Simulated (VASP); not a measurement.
# SiC (P6_3mc) in VASP: single point with PBE0

Aim: the single point of SiC with PBE0.

Everything below comes from runs of VASP 6.6.1. Logs are shortened: lines on timing, memory, paths and dates and some standing lists are left out, and cuts for length are marked.

### Step 1. The cell of the first run

The structure is hexagonal, space group P6_3mc (No. 186). Conventional cell: a = 3.095 Å, b = 3.095 Å, c = 15.187 Å, α = 90.00°, β = 90.00°, γ = 120.00°. Within 2.5 Å of Si (site symmetry 3m) lie 4 C at 1.89 to 1.90 Å. Si (site symmetry 3m) has 4 C at 1.89 to 1.90 Å within 2.5 Å. Si (site symmetry 3m) has 4 C at 1.90 Å within 2.5 Å. Within 2.5 Å of C (site symmetry 3m) lie 4 Si at 1.89 to 1.90 Å. C (site symmetry 3m) has 4 Si at 1.89 to 1.90 Å within 2.5 Å. C (site symmetry 3m) has 4 Si at 1.90 Å within 2.5 Å.

### Step 2. Single point, PBE0

POSCAR reads:

```
SiC
1.0
    3.0950009627      0.0000000029      0.0000000000
   -1.5475004839      2.6803494570      0.0000000000
    0.0000000000      0.0000000000     15.1865790416
Si C
6 6
Direct
    0.3333333333      0.6666666667      0.8329928118
    0.6666666667      0.3333333333      0.3329928118
    0.6666666667      0.3333333333      0.6665013375
    0.3333333333      0.6666666667      0.1665013375
    0.0000000000      0.0000000000      0.4997231285
    0.0000000000      0.0000000000      0.9997231285
    0.0000000000      0.0000000000      0.8743712410
    0.0000000000      0.0000000000      0.3743712410
    0.3333333333      0.6666666667      0.7079990927
    0.6666666667      0.3333333333      0.2079990927
    0.6666666667      0.3333333333      0.5415133885
    0.3333333333      0.6666666667      0.0415133885
```

INCAR.step1 reads:

```
ALGO = Normal
EDIFF = 1E-5
ENCUT = 520
GGA = PE
GGA_COMPAT = False
ISIF = 2
ISMEAR = 0
LASPH = True
LREAL = False
LWAVE = True
NBANDS = 36
NELM = 120
PREC = Accurate
SIGMA = 0.01
```

INCAR.step2 reads:

```
AEXX = 0.25
ALGO = Normal
EDIFF = 1E-6
ENCUT = 520
GGA = PE
GGA_COMPAT = False
ISIF = 2
ISMEAR = 0
ISTART = 1
LASPH = True
LCHARG = True
LELF = True
LHFCALC = True
LREAL = False
LVHAR = True
LWAVE = False
NBANDS = 36
NELM = 120
PREC = Accurate
PRECFOCK = Fast
SIGMA = 0.01
```

KPOINTS reads:

```
k-points
0
Gamma
  6 6 1
```

Potentials or basis: VASP PAW PBE potentials, release 64 (Si, C).

The run is started by

```
$ cat potpaw_PBE.64/Si/POTCAR potpaw_PBE.64/C/POTCAR > POTCAR
$ cp INCAR.step1 INCAR
$ mpirun -np 1 vasp_std > vasp.out
$ cp INCAR.step2 INCAR
$ mpirun -np 1 vasp_std > vasp.out
```

OUTCAR:

```text
AEXX = 0.25
   EDIFF = 1E-6
   ENCUT = 520
   GGA = PE
   ISIF = 2
   ISMEAR = 0
   ISTART = 1
   LASPH = True
   LHFCALC = True
   LREAL = False
   NELM = 120
   PREC = Accurate
   PRECFOCK = Fast

 ion  position               nearest neighbor table
   1  0.333  0.667  0.833-   7 1.89   7 1.89   7 1.89   9 1.90   3 3.10   3 3.10   3 3.10   6 3.10
                             6 3.10   6 3.10
   2  0.667  0.333  0.333-   8 1.89   8 1.89   8 1.89  10 1.90   4 3.10   4 3.10   4 3.10   5 3.10
                             5 3.10   5 3.10
   3  0.667  0.333  0.667-   9 1.89   9 1.89   9 1.89  11 1.90   1 3.10   1 3.10   1 3.10   5 3.10
                             5 3.10   5 3.10
   4  0.333  0.667  0.167-  10 1.89  10 1.89  10 1.89  12 1.90   2 3.10   2 3.10   2 3.10   6 3.10
                             6 3.10   6 3.10
   5  0.000  0.000  0.500-  11 1.90  11 1.90  11 1.90   8 1.90   2 3.10   2 3.10   2 3.10   3 3.10
                             3 3.10   3 3.10
   6  0.000  0.000  1.000-  12 1.90  12 1.90  12 1.90   7 1.90   1 3.10   1 3.10   1 3.10   4 3.10
                             4 3.10   4 3.10
   7  0.000  0.000  0.874-   1 1.89   1 1.89   1 1.89   6 1.90
   8  0.000  0.000  0.374-   2 1.89   2 1.89   2 1.89   5 1.90
   9  0.333  0.667  0.708-   3 1.89   3 1.89   3 1.89   1 1.90
  10  0.667  0.333  0.208-   4 1.89   4 1.89   4 1.89   2 1.90
  11  0.667  0.333  0.542-   5 1.90   5 1.90   5 1.90   3 1.90
  12  0.333  0.667  0.042-   6 1.90   6 1.90   6 1.90   4 1.90

  LATTYP: Found a hexagonal cell.
 ALAT       =     3.0950009627
 C/A-ratio  =     4.9068091495

  Lattice vectors:

 A1 = (   3.0950009627,   0.0000000029,   0.0000000000)
 A2 = (  -1.5475004839,   2.6803494570,   0.0000000000)
 A3 = (   0.0000000000,   0.0000000000,  15.1865790416)

Analysis of symmetry for initial positions (statically):
=====================================================================
 Subroutine PRICEL returns:
 Original cell was already a primitive cell.

 Routine SETGRP: Setting up the symmetry group for a
 hexagonal supercell.

 Subroutine GETGRP returns: Found 12 space group operations
 (whereof  6 operations were pure point group operations)
 out of a pool of 24 trial point group operations.

The static configuration has the point symmetry C_3v.
 The point group associated with its full space group is C_6v.

Analysis of symmetry for dynamics (positions and initial velocities):
=====================================================================
 Subroutine PRICEL returns:
 Original cell was already a primitive cell.

 Routine SETGRP: Setting up the symmetry group for a
 hexagonal supercell.

 Subroutine GETGRP returns: Found 12 space group operations
 (whereof  6 operations were pure point group operations)
 out of a pool of 24 trial point group operations.

The dynamic configuration has the point symmetry C_3v.
 The point group associated with its full space group is C_6v.

 Subroutine INISYM returns: Found 12 space group operations
 (whereof  6 operations are pure point group operations),
 and found     1 'primitive' translations

----------------------------------------------------------------------------------------

                                     Primitive cell

  volume of cell :     125.9831

  direct lattice vectors                    reciprocal lattice vectors
     3.095000963  0.000000003  0.000000000     0.323101676  0.186542840  0.000000000
    -1.547500484  2.680349457  0.000000000    -0.000000000  0.373085680  0.000000000
     0.000000000  0.000000000 15.186579042     0.000000000  0.000000000  0.065847614

  length of vectors
     3.095000963  3.095000963 15.186579042     0.373085680  0.373085680  0.065847614

  position of ions in fractional coordinates (direct lattice)
     0.333333333  0.666666667  0.832992812
     0.666666667  0.333333333  0.332992812
     0.666666667  0.333333333  0.666501338
     0.333333333  0.666666667  0.166501338
     0.000000000  0.000000000  0.499723129
     0.000000000  0.000000000  0.999723129
     0.000000000  0.000000000  0.874371241
     0.000000000  0.000000000  0.374371241
     0.333333333  0.666666667  0.707999093
     0.666666667  0.333333333  0.207999093
     0.666666667  0.333333333  0.541513389
     0.333333333  0.666666667  0.041513389

  ion indices of the primitive-cell ions
   primitive index   ion index
                 1           1
                 2           2
                 3           3
                 4           4
                 5           5
                 6           6
                 7           7
                 8           8
                 9           9
                10          10
                11          11
                12          12

----------------------------------------------------------------------------------------

 KPOINTS: k-points

Automatic generation of k-mesh.
 Grid dimensions read from file:
 generate k-points for:    6    6    1

 Generating k-lattice:

  Cartesian coordinates                     Fractional coordinates (reciprocal lattice)
     0.053850279  0.031090473  0.000000000     0.166666667 -0.000000000  0.000000000
    -0.000000000  0.062180947  0.000000000     0.000000000  0.166666667  0.000000000
     0.000000000  0.000000000  0.065847614     0.000000000  0.000000000  1.000000000

  Length of vectors
     0.062180947  0.062180947  0.065847614

  Shift w.r.t. Gamma in fractional coordinates (k-lattice)
     0.000000000  0.000000000  0.000000000

 Subroutine IBZKPT returns following result:
 ===========================================

 Found      7 irreducible k-points:

 Following reciprocal coordinates:
            Coordinates               Weight
  0.000000  0.000000  0.000000      1.000000
  0.166667  0.000000  0.000000      6.000000
  0.333333  0.000000  0.000000      6.000000
  0.500000  0.000000  0.000000      3.000000
  0.166667  0.166667  0.000000      6.000000
  0.333333  0.166667  0.000000     12.000000
  0.333333  0.333333  0.000000      2.000000
   k-points           NKPTS =      7   k-points in BZ     NKDIM =     36   number of bands    NBANDS=     36
   number of dos      NEDOS =    301   number of ions     NIONS =     12
   total plane-waves  NPLWV =  69120
   dimension x,y,z NGX =    24 NGY =   24 NGZ =  120
   dimension x,y,z NGXF=    48 NGYF=   48 NGZF=  240
   ions per type =               6   6
   NGX,Y,Z   is equivalent  to a cutoff of  12.89, 12.89, 13.14 a.u.
   NGXF,Y,Z  is equivalent  to a cutoff of  25.78, 25.78, 26.27 a.u.
 SYSTEM =  unknown system
   PREC   = accura    normal or accurate (medium, high low for compatibility)
   ISTART =      1    job   : 0-new  1-cont  2-samecut
   ICHARG =      0    charge: 1-file 2-atom 10-const
   ISPIN  =      1    spin polarized calculation?
   LNONCOLLINEAR =      F non collinear calculations
   LSORBIT =      F    spin-orbit coupling
   LASPH  =      T    aspherical Exc in radial PAW
   ENCUT  =  520.0 eV  38.22 Ry    6.18 a.u.   5.75  5.75 28.24*2*pi/ulx,y,z
   NELM   =    120;   NELMIN=  2; NELMDL=  0     # of ELM steps
   EDIFF  = 0.1E-05   stopping-criterion for ELM
   LREAL  =      F    real-space projection
   EDIFFG = 0.1E-04   stopping-criterion for IOM
   NSW    =      0    number of steps for IOM
   IBRION =     -1    ionic relax: 0-MD 1-quasi-New 2-CG
   NFREE  =      0    steps in history (QN), initial steepest desc. (CG)
   ISIF   =      2    stress and relaxation
   ISYM   =      3    0-nonsym 1-usesym 2-fastsym
   POTIM  = 0.5000    time-step for ionic-motion
   TEBEG  =    0.0;   TEEND  =   0.0 temperature during run
   PSTRESS=    0.0 pullay stress
   NELECT =      48.0000    total number of electrons
   NUPDOWN=      -1.0000    fix difference up-down
   EMIN   =  10.00;   EMAX   =-10.00  energy-range for DOS
   EFERMI =   0.00;   METHOD = LEGACY
   ISMEAR =     0;   SIGMA  =   0.01  broadening in eV -4-tet -1-fermi 0-gaus
   EFERMI_NEDOS =   21; number of points for ismear=-14 and -15
   IALGO  =     38    algorithm
   IMIX   =      1    mixing-type and parameters
     AMIX     =   0.40;   BMIX     =  1.00
     AMIX_MAG =   1.60;   BMIX_MAG =  1.00
  volume/ion in A,a.u.               =      10.50        70.85
  Fermi-wavevector in a.u.,A,eV,Ry     =   1.186819  2.242763 19.164344  1.408540
  Thomas-Fermi vector in A             =   2.322984
   LORBIT       =      0    0 simple, 1 ext, 2 COOP (PROOUT), +10 PAW based schemes
   GGA     = PE    functional components
   LHFCALC =     T    Hartree Fock is set to
   PRECFOCK=fast      Normal, Fast or Accurate (Low or Medium for compatibility)
   ENCUT4O =  -1.0   cutoff for four orbital integrals eV
   NKREDX  =     1    reduce k-point grid by
   NKREDY  =     1    reduce k-point grid by
   NKREDZ  =     1    reduce k-point grid by
   AEXX    =    0.2500 exact exchange contribution
   HFSCREEN=    0.0000 screening length (either q_TF or 0.3 A-1)
   HFSCREENC=   0.0000 screening length for correlation (either q_TF or 0.3 A-1)
   ENCUTFOCK=  -1.0 apply spherical cutoff to Coloumb kernel
   IVDW    =     0    specifies the selected vdW correction
   LEPSILON=     F    determine dielectric tensor
   LRPA    =     F    only Hartree local field effects (RPA)
 non-spin polarized calculation
 Gauss-broadening in eV      SIGMA  =   0.01
  energy-cutoff  :      520.00
  volume of cell :      125.98
 maximum number of plane-waves:      3444
 NGX is ok and might be reduce to    24
  NGX = 14; NGY = 14; NGZ = 70

 number of electron      48.0000002 magnetization

 Free energy of the ion-electron system (eV)
  ---------------------------------------------------
  ext. energy  EPLUGINS =         0.00000000
  ---------------------------------------------------
  free energy    TOTEN  =      -110.85094997 eV

  energy without entropy =     -110.85094997  energy(sigma->0) =     -110.85094997

 E-fermi :   7.0433     XC(G=0):  -8.8994

 val. band max:        7.0006384596   @ k =   0.0000   0.0000   0.0000
 cond. band min:      10.6675076725   @ k =   0.5000   0.0000   0.0000
 fundamental gap:      3.6668692128
 Fermi energy:         7.0433303663

 k-point     1 :       0.0000    0.0000    0.0000
  band No.  band energies     occupation
      1      -9.9733      2.00000
      2      -9.4109      2.00000
      3      -9.3767      2.00000
      4      -7.7708      2.00000
      5      -7.7436      2.00000
      6      -6.1759      2.00000
[... 28 lines left out ...]
     35      16.3003      0.00000
     36      16.4018      0.00000

 k-point     2 :       0.1667    0.0000    0.0000
  band No.  band energies     occupation
      1      -9.4578      2.00000
      2      -8.9035      2.00000
      3      -8.8673      2.00000
      4      -7.2909      2.00000
      5      -7.2630      2.00000
      6      -5.7499      2.00000
[... 28 lines left out ...]
     35      16.6055      0.00000
     36      16.9880      0.00000

 k-point     3 :       0.3333    0.0000    0.0000
  band No.  band energies     occupation
      1      -7.9798      2.00000
      2      -7.4674      2.00000
      3      -7.4200      2.00000
      4      -6.0022      2.00000
      5      -5.9712      2.00000
      6      -4.7552      2.00000
[... 28 lines left out ...]
     35      16.7066      0.00000
     36      16.9310      0.00000
[... 79 lines left out ...]
 k-point     6 :       0.3333    0.1667    0.0000
  band No.  band energies     occupation
      1      -6.6604      2.00000
      2      -6.2453      2.00000
      3      -6.1733      2.00000
      4      -5.1404      2.00000
      5      -5.1139      2.00000
      6      -4.4582      2.00000
[... 28 lines left out ...]
     35      16.7247      0.00000
     36      17.2048      0.00000

 k-point     7 :       0.3333    0.3333    0.0000
  band No.  band energies     occupation
      1      -5.1275      2.00000
      2      -5.1275      2.00000
      3      -5.0064      2.00000
      4      -4.9907      2.00000
      5      -4.9540      2.00000
      6      -4.9540      2.00000
[... 28 lines left out ...]
     35      18.3484      0.00000
     36      18.3484      0.00000

------------------------ aborting loop because EDIFF is reached ----------------------------------------

  FORCE on cell =-STRESS in cart. coord.  units (eV):
  Direction    XX          YY          ZZ          XY          YZ          ZX
  --------------------------------------------------------------------------------------
  -------------------------------------------------------------------------------------
  Total       -4.0918542     -4.0918542     -4.1953460      0.0000000      0.0000000     -0.0000000
  in kB      -52.0377567    -52.0377567    -53.3539036      0.0000000      0.0000000     -0.0000000
  external PRESSURE =     -52.4764724 kB  Pullay stress =       0.0000000 kB

 VOLUME and BASIS-vectors are now :
 -----------------------------------------------------------------------------
  energy-cutoff  :      520.00
  volume of cell :      125.98
      direct lattice vectors                 reciprocal lattice vectors
     3.095000963  0.000000003  0.000000000     0.323101676  0.186542840  0.000000000
    -1.547500484  2.680349457  0.000000000    -0.000000000  0.373085680  0.000000000
     0.000000000  0.000000000 15.186579042     0.000000000  0.000000000  0.065847614

 POSITION                                       TOTAL-FORCE (eV/Angst)
 -----------------------------------------------------------------------------------
     -0.00000      1.78690     12.65031         0.000000      0.000000      0.007246
      1.54750      0.89345      5.05702        -0.000000      0.000000      0.007246
      1.54750      0.89345     10.12188         0.000000     -0.000000     -0.002878
     -0.00000      1.78690      2.52859        -0.000000      0.000000     -0.002878
      0.00000      0.00000      7.58908        -0.000000      0.000000      0.016761
      0.00000      0.00000     15.18237         0.000000     -0.000000      0.016761
      0.00000      0.00000     13.27871        -0.000000      0.000000     -0.018592
      0.00000      0.00000      5.68542        -0.000000      0.000000     -0.018592
     -0.00000      1.78690     10.75208         0.000000      0.000000      0.000122
      1.54750      0.89345      3.15879        -0.000000     -0.000000      0.000122
      1.54750      0.89345      8.22374        -0.000000      0.000000     -0.002660
     -0.00000      1.78690      0.63045         0.000000      0.000000     -0.002660
 -----------------------------------------------------------------------------------
    total drift:                               -0.000000      0.000002     -0.000502

  FREE ENERGIE OF THE ION-ELECTRON SYSTEM (eV)
  ---------------------------------------------------
  free  energy   TOTEN  =      -110.8509499732 eV

  energy  without entropy=     -110.8509499732  energy(sigma->0) =     -110.85094997
```

Run time: 45 min. Hardware: 1 thread of Intel Xeon 8259CL, shared host; peak memory 0.27 GiB.

What came out:

```yaml
Free_energy: -110.8509 eV
Pressure: -5.2 GPa
Largest_force: 0.019 eV/Å
Band_gap_on_the_k_mesh: 3.67 eV (least direct gap 4.88 eV)
```

Forces in eV/Å, atoms in the order of the input:
```
Si   0.000  0.000  0.007
Si   0.000  0.000  0.007
Si   0.000  0.000 -0.003
Si   0.000  0.000 -0.003
Si   0.000  0.000  0.017
Si   0.000  0.000  0.017
C    0.000  0.000 -0.019
C    0.000  0.000 -0.019
C    0.000  0.000  0.000
C    0.000  0.000  0.000
C    0.000  0.000 -0.003
C    0.000  0.000 -0.003
```

Stress tensor (GPa, compression positive):
```
-5.20  0.00  0.00
 0.00 -5.20  0.00
 0.00  0.00 -5.34
```

Levels at points of the mesh, in eV from the valence-band top:
| k point | band 22 | band 23 | band 24 | band 25 | band 26 | band 27 |
| --- | --- | --- | --- | --- | --- | --- |
| (0.00, 0.00, 0.00) | -0.04 | 0.00 | 0.00 | 6.99 | 7.17 | 7.59 |
| (0.50, 0.00, 0.00) | -1.96 | -1.78 | -1.22 | 3.67 | 3.87 | 4.93 |

Caveat: the cell stands under tension; the PAW data sets were made with another functional, which shifts forces and pressure a little; an odd mesh through Γ misses points on the zone boundary, where band edges can lie.
